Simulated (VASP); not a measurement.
Crystal: Sn.

```
Sn
1.0
     0.00000    3.23334    3.23334
     3.23334    0.00000    3.23334
     3.23334    3.23334    0.00000
Sn
2
Direct
  0.00000 0.00000 0.00000
  0.25000 0.25000 0.25000
```

This isn't the form of Sn at room conditions, which is tetragonal (white tin).

```yaml
Program: VASP 6.6.1
Task: relaxation of volume and atoms at fixed shape
Functional: PBEsol
Potentials_or_basis: VASP PAW PBE potentials, release 64 (Sn_d)
Cutoff: 600 eV
k_mesh: 7 × 7 × 7
Occupations: fermi-dirac, width 0.1 eV
Spin: no spin polarisation
```

At the start: pressure 1.6 GPa; volume 33.80 Å³/atom.

Q: Where does the relaxation end?

A: Over 3 steps the energy falls by 5.7 meV/atom and the volume is 35.01 Å³/atom (+3.6 %); space group Fd-3m (No. 227, to 0.1 Å) before and after.

The path:
```
step  energy change (eV)  largest force (eV/Å)  pressure (GPa)  volume (Å³)
   1              0.0000                0.0000            1.57        67.61
   2             -0.0100                0.0000           -0.49        70.90
   3             -0.0114                0.0000           -0.01        70.02
```

Final structure:
```xyz
2
Lattice="0.0000 3.2713 3.2713 3.2713 0.0000 3.2713 3.2713 3.2713 0.0000" Properties=species:S:1:pos:R:3 pbc="T T T"
Sn    0.0000    0.0000    0.0000
Sn    1.6357    1.6357    1.6357
```

Caveat: the PAW data sets were made with another functional, which shifts forces and pressure a little.
